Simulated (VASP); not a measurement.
A run of VASP 6.6.1:

Contents of INCAR:

```
PREC = Accurate
ENCUT = 500
EDIFF = 1E-7
ISMEAR = 0
SIGMA = 0.1
LREAL = False
LASPH = True
NELM = 120
ALGO = Normal
ISIF = 4
LWAVE = False
LCHARG = False
GGA = PE
IBRION = 2
NSW = 50
EDIFFG = -0.01
GGA_COMPAT = False
NELMIN = 4
```

File KPOINTS:

```
Automatic mesh
0
Gamma
  8 8 8
```

The input POSCAR:

```
In4Ru
1.0
   -3.2128235984      3.2128235984      3.2126403338
    3.2128235984     -3.2128235984      3.2126403338
    3.2128235984      3.2128235984     -3.2126403338
In Ru
4 1
Direct
    0.0000471254      0.5000229152      0.0000000000
    0.5000229152      0.0000471254      0.0000000000
    0.4999770848      0.4999770848      0.5000242102
    0.9999528746      0.9999528746      0.4999757898
    0.0000000000      0.0000000000      0.0000000000
```

Potentials or basis: VASP PAW PBE potentials, release 64 (In_d, Ru_pv).

Command:

```console
$ cat potpaw_PBE.64/In_d/POTCAR potpaw_PBE.64/Ru_pv/POTCAR > POTCAR
$ mpirun -np 1 vasp_std > vasp.out
```

Hardware: 1 thread of Intel Xeon 8259CL (shared host).

Q: Estimate the wall time of this run.

A: It took 11 min on 1 thread of Intel Xeon 8259CL, with other jobs on the host, peak memory 0.4 GiB. Counts: scf iterations 15, k points 59, ion steps 1.
